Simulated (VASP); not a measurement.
# MgS (F-43m) in VASP: single point with r2SCAN

Aim: the single point of MgS with r2SCAN.

All numbers are computed with VASP 6.6.1; they aren't measurements. Logs are shortened: lines on timing, memory, paths and dates and some standing lists are left out, and cuts for length are marked.

## Step 1: The cell of the first run

Symmetry: F-43m, No. 216, cubic system. Conventional cell: a = 5.718 Å, b = 5.718 Å, c = 5.718 Å, α = 90.00°, β = 90.00°, γ = 90.00°. Within 3.3 Å of Mg (site symmetry -43m) lie 4 S at 2.48 Å. S (site symmetry -43m) has 4 Mg at 2.48 Å within 3.3 Å.

## Step 2: Single point, r2SCAN (23.37 Å³/atom)

The input, POSCAR:

```
MgS
1.0
    0.0000000000      2.8589050527      2.8589050527
    2.8589050527      0.0000000000      2.8589050527
    2.8589050527      2.8589050527      0.0000000000
Mg S
1 1
Direct
    0.0000000000      0.0000000000      0.0000000000
    0.7500000000      0.7500000000      0.7500000000
```

The input, INCAR.step1:

```
SYSTEM = MgS
ALGO = Normal
EDIFF = 1E-5
ENCUT = 920
GGA = PE
GGA_COMPAT = .FALSE.
ISMEAR = 0
LASPH = .TRUE.
LCHARG = .FALSE.
LREAL = .FALSE.
LWAVE = .TRUE.
NBANDS = 15
NELM = 120
PREC = Accurate
SIGMA = 0.01
```

The input, INCAR.step2:

```
SYSTEM = MgS
ALGO = Normal
EDIFF = 1E-6
ENCUT = 920
GGA_COMPAT = .FALSE.
ISIF = 2
ISMEAR = 0
ISTART = 1
LASPH = .TRUE.
LCHARG = .FALSE.
LMIXTAU = .TRUE.
LREAL = .FALSE.
LWAVE = .FALSE.
METAGGA = R2SCAN
NBANDS = 15
NELM = 120
PREC = Accurate
SIGMA = 0.01
```

The input, KPOINTS:

```
k-points
0
G
  6 6 6
  0 0 0
```

Potentials or basis: VASP PAW PBE potentials, release 64 (Mg_sv, S).

On the command line:

```
cat potpaw_PBE.64/Mg_sv/POTCAR potpaw_PBE.64/S/POTCAR > POTCAR
cp INCAR.step1 INCAR
mpirun -np 1 vasp_std > vasp.out
cp INCAR.step2 INCAR
mpirun -np 1 vasp_std > vasp.out
```

OUTCAR:

```text
SYSTEM = MgS
   EDIFF = 1E-6
   ENCUT = 920
   ISIF = 2
   ISMEAR = 0
   ISTART = 1
   LASPH = .TRUE.
   LREAL = .FALSE.
   METAGGA = R2SCAN
   NELM = 120
   PREC = Accurate

 ion  position               nearest neighbor table
   1  0.000  0.000  0.000-   2 2.48   2 2.48   2 2.48   2 2.48
   2  0.750  0.750  0.750-   1 2.48   1 2.48   1 2.48   1 2.48

  LATTYP: Found a face centered cubic cell.
 ALAT       =     5.7178101054

  Lattice vectors:

 A1 = (   0.0000000000,   2.8589050527,   2.8589050527)
 A2 = (   2.8589050527,   0.0000000000,   2.8589050527)
 A3 = (   2.8589050527,   2.8589050527,   0.0000000000)

Analysis of symmetry for initial positions (statically):
=====================================================================
 Subroutine PRICEL returns:
 Original cell was already a primitive cell.

 Routine SETGRP: Setting up the symmetry group for a
 face centered cubic supercell.

 Subroutine GETGRP returns: Found 24 space group operations
 (whereof 24 operations were pure point group operations)
 out of a pool of 48 trial point group operations.

The static configuration has the point symmetry T_d .

Analysis of symmetry for dynamics (positions and initial velocities):
=====================================================================
 Subroutine PRICEL returns:
 Original cell was already a primitive cell.

 Routine SETGRP: Setting up the symmetry group for a
 face centered cubic supercell.

 Subroutine GETGRP returns: Found 24 space group operations
 (whereof 24 operations were pure point group operations)
 out of a pool of 48 trial point group operations.

The dynamic configuration has the point symmetry T_d .

 Subroutine INISYM returns: Found 24 space group operations
 (whereof 24 operations are pure point group operations),
 and found     1 'primitive' translations

----------------------------------------------------------------------------------------

                                     Primitive cell

  volume of cell :      46.7336

  direct lattice vectors                    reciprocal lattice vectors
     0.000000000  2.858905053  2.858905053    -0.174892132  0.174892132  0.174892132
     2.858905053  0.000000000  2.858905053     0.174892132 -0.174892132  0.174892132
     2.858905053  2.858905053  0.000000000     0.174892132  0.174892132 -0.174892132

  length of vectors
     4.043102299  4.043102299  4.043102299     0.302922059  0.302922059  0.302922059

  position of ions in fractional coordinates (direct lattice)
     0.000000000  0.000000000  0.000000000
     0.750000000  0.750000000  0.750000000

  ion indices of the primitive-cell ions
   primitive index   ion index
                 1           1
                 2           2

----------------------------------------------------------------------------------------

 KPOINTS: k-points

Automatic generation of k-mesh.
 Grid dimensions read from file:
 generate k-points for:    6    6    6

 Generating k-lattice:

  Cartesian coordinates                     Fractional coordinates (reciprocal lattice)
    -0.029148689  0.029148689  0.029148689     0.166666667  0.000000000  0.000000000
     0.029148689 -0.029148689  0.029148689     0.000000000  0.166666667  0.000000000
     0.029148689  0.029148689 -0.029148689     0.000000000  0.000000000  0.166666667

  Length of vectors
     0.050487010  0.050487010  0.050487010

  Shift w.r.t. Gamma in fractional coordinates (k-lattice)
     0.000000000  0.000000000  0.000000000

 Subroutine IBZKPT returns following result:
 ===========================================

 Found     16 irreducible k-points:

 Following reciprocal coordinates:
            Coordinates               Weight
  0.000000  0.000000  0.000000      1.000000
  0.166667  0.000000  0.000000      8.000000
  0.333333  0.000000  0.000000      8.000000
  0.500000  0.000000  0.000000      4.000000
  0.166667  0.166667  0.000000      6.000000
  0.333333  0.166667  0.000000     24.000000
[... 8 lines left out ...]
 -0.333333  0.333333  0.166667     24.000000
 -0.333333  0.500000  0.166667     12.000000
   k-points           NKPTS =     16   k-points in BZ     NKDIM =     16   number of bands    NBANDS=     15
   number of dos      NEDOS =    301   number of ions     NIONS =      2
   total plane-waves  NPLWV =  64000
   dimension x,y,z NGX =    40 NGY =   40 NGZ =   40
   dimension x,y,z NGXF=    80 NGYF=   80 NGZF=   80
   ions per type =               1   1
   NGX,Y,Z   is equivalent  to a cutoff of  16.45, 16.45, 16.45 a.u.
   NGXF,Y,Z  is equivalent  to a cutoff of  32.89, 32.89, 32.89 a.u.
 SYSTEM =  MgS
   PREC   = accura    normal or accurate (medium, high low for compatibility)
   ISTART =      1    job   : 0-new  1-cont  2-samecut
   ICHARG =      0    charge: 1-file 2-atom 10-const
   ISPIN  =      1    spin polarized calculation?
   LNONCOLLINEAR =      F non collinear calculations
   LSORBIT =      F    spin-orbit coupling
   LASPH  =      T    aspherical Exc in radial PAW
   ENCUT  =  920.0 eV  67.62 Ry    8.22 a.u.  10.00 10.00 10.00*2*pi/ulx,y,z
   NELM   =    120;   NELMIN=  2; NELMDL=  0     # of ELM steps
   EDIFF  = 0.1E-05   stopping-criterion for ELM
   LREAL  =      F    real-space projection
   EDIFFG = 0.1E-04   stopping-criterion for IOM
   NSW    =      0    number of steps for IOM
   IBRION =     -1    ionic relax: 0-MD 1-quasi-New 2-CG
   NFREE  =      0    steps in history (QN), initial steepest desc. (CG)
   ISIF   =      2    stress and relaxation
   ISYM   =      2    0-nonsym 1-usesym 2-fastsym
   POTIM  = 0.5000    time-step for ionic-motion
   TEBEG  =    0.0;   TEEND  =   0.0 temperature during run
   PSTRESS=    0.0 pullay stress
   NELECT =      16.0000    total number of electrons
   NUPDOWN=      -1.0000    fix difference up-down
   EMIN   =  10.00;   EMAX   =-10.00  energy-range for DOS
   EFERMI =   0.00;   METHOD = LEGACY
   ISMEAR =     0;   SIGMA  =   0.01  broadening in eV -4-tet -1-fermi 0-gaus
   EFERMI_NEDOS =   21; number of points for ismear=-14 and -15
   IALGO  =     38    algorithm
   IMIX   =      4    mixing-type and parameters
     AMIX     =   0.40;   BMIX     =  1.00
     AMIX_MAG =   1.60;   BMIX_MAG =  1.00
  volume/ion in A,a.u.               =      23.37       157.69
  Fermi-wavevector in a.u.,A,eV,Ry     =   1.145263  2.164233 17.845762  1.311627
  Thomas-Fermi vector in A             =   2.281952
   LORBIT       =      0    0 simple, 1 ext, 2 COOP (PROOUT), +10 PAW based schemes
   METAGGA = R2SCAN    functional components
   LHFCALC =     F    Hartree Fock is set to
   AEXX    =    0.0000 exact exchange contribution
   IVDW    =     0    specifies the selected vdW correction
   LEPSILON=     F    determine dielectric tensor
   LRPA    =     F    only Hartree local field effects (RPA)
 non-spin polarized calculation
 Gauss-broadening in eV      SIGMA  =   0.01
  energy-cutoff  :      920.00
  volume of cell :       46.73
 maximum number of plane-waves:      2972
   NGX = 19   NGY = 19   NGZ = 19

 number of electron      15.9999994 magnetization

 Free energy of the ion-electron system (eV)
  ---------------------------------------------------
  ext. energy  EPLUGINS =         0.00000000
  ---------------------------------------------------
  free energy    TOTEN  =       -15.47188330 eV

  energy without entropy =      -15.47188330  energy(sigma->0) =      -15.47188330

 E-fermi :   0.6228     XC(G=0):  -8.8376

 val. band max:        0.4878290915   @ k =   0.0000   0.0000   0.0000
 cond. band min:       4.4788479882   @ k =   0.0000   0.0000   0.0000
 fundamental gap:      3.9910188968
 Fermi energy:         0.6228177373

 k-point     1 :       0.0000    0.0000    0.0000
  band No.  band energies     occupation
      1     -76.1761      2.00000
      2     -41.2847      2.00000
      3     -41.2847      2.00000
      4     -41.2847      2.00000
      5     -11.1500      2.00000
      6       0.4878      2.00000
      7       0.4878      2.00000
      8       0.4878      2.00000
      9       4.4788      0.00000
     10       9.0307      0.00000
     11       9.0307      0.00000
     12       9.0307      0.00000
     13      11.8814      0.00000
     14      11.8814      0.00000
     15      14.9992      0.00000

 k-point     2 :       0.1667    0.0000    0.0000
  band No.  band energies     occupation
      1     -76.1762      2.00000
      2     -41.2853      2.00000
      3     -41.2848      2.00000
      4     -41.2848      2.00000
      5     -11.0032      2.00000
      6      -0.5251      2.00000
      7       0.4009      2.00000
      8       0.4009      2.00000
      9       5.4545      0.00000
     10       8.7752      0.00000
     11       9.2822      0.00000
     12       9.2822      0.00000
     13      11.2947      0.00000
     14      11.2947      0.00000
     15      13.9005      0.00000

 k-point     3 :       0.3333    0.0000    0.0000
  band No.  band energies     occupation
      1     -76.1761      2.00000
      2     -41.2865      2.00000
      3     -41.2850      2.00000
      4     -41.2850      2.00000
      5     -10.6780      2.00000
      6      -1.9512      2.00000
      7       0.2417      2.00000
      8       0.2417      2.00000
      9       6.1989      0.00000
     10       8.9698      0.00000
     11       8.9698      0.00000
     12       9.1920      0.00000
     13      12.2978      0.00000
     14      12.2978      0.00000
     15      13.2583      0.00000
[... 199 lines left out ...]
 k-point    15 :      -0.3333    0.3333    0.1667
  band No.  band energies     occupation
      1     -76.1762      2.00000
      2     -41.2867      2.00000
      3     -41.2859      2.00000
      4     -41.2854      2.00000
      5     -10.3331      2.00000
      6      -1.9683      2.00000
      7      -1.1213      2.00000
      8      -0.3755      2.00000
      9       6.7120      0.00000
     10       8.1010      0.00000
     11       9.5045      0.00000
     12      10.3595      0.00000
     13      12.3837      0.00000
     14      14.2582      0.00000
     15      15.3815      0.00000

 k-point    16 :      -0.3333    0.5000    0.1667
  band No.  band energies     occupation
      1     -76.1762      2.00000
      2     -41.2868      2.00000
      3     -41.2859      2.00000
      4     -41.2856      2.00000
      5     -10.2775      2.00000
      6      -1.9317      2.00000
      7      -1.0235      2.00000
      8      -0.7263      2.00000
      9       5.9085      0.00000
     10       7.9227      0.00000
     11      10.4739      0.00000
     12      10.5083      0.00000
     13      13.7878      0.00000
     14      14.9726      0.00000
     15      15.0889      0.00000

------------------------ aborting loop because EDIFF is reached ----------------------------------------

  FORCE on cell =-STRESS in cart. coord.  units (eV):
  Direction    XX          YY          ZZ          XY          YZ          ZX
  --------------------------------------------------------------------------------------
  -------------------------------------------------------------------------------------
  Total       -0.4693163     -0.4693163     -0.4693163      0.0000000      0.0000000      0.0000000
  in kB      -16.0896676    -16.0896676    -16.0896676      0.0000000      0.0000000      0.0000000
  external PRESSURE =     -16.0896676 kB  Pullay stress =       0.0000000 kB

 VOLUME and BASIS-vectors are now :
 -----------------------------------------------------------------------------
  energy-cutoff  :      920.00
  volume of cell :       46.73
      direct lattice vectors                 reciprocal lattice vectors
     0.000000000  2.858905053  2.858905053    -0.174892132  0.174892132  0.174892132
     2.858905053  0.000000000  2.858905053     0.174892132 -0.174892132  0.174892132
     2.858905053  2.858905053  0.000000000     0.174892132  0.174892132 -0.174892132

 POSITION                                       TOTAL-FORCE (eV/Angst)
 -----------------------------------------------------------------------------------
      0.00000      0.00000      0.00000        -0.000000     -0.000000     -0.000000
      4.28836      4.28836      4.28836         0.000000      0.000000      0.000000
 -----------------------------------------------------------------------------------
    total drift:                               -0.000000     -0.000000     -0.000000

  FREE ENERGIE OF THE ION-ELECTRON SYSTEM (eV)
  ---------------------------------------------------
  free  energy   TOTEN  =       -15.4718833048 eV

  energy  without entropy=      -15.4718833048  energy(sigma->0) =      -15.47188330
```

Run time: 76 s. Hardware: 1 thread of Intel Xeon Platinum 8375C at 2.90GHz (Ice Lake), shared host; peak memory 0.26 GiB.

Results:

- Free energy: -15.4719 eV
- Pressure: -1.6 GPa
- Band gap on the k mesh: 3.99 eV

Caveat: the PAW data sets were made with another functional, which shifts forces and pressure a little.
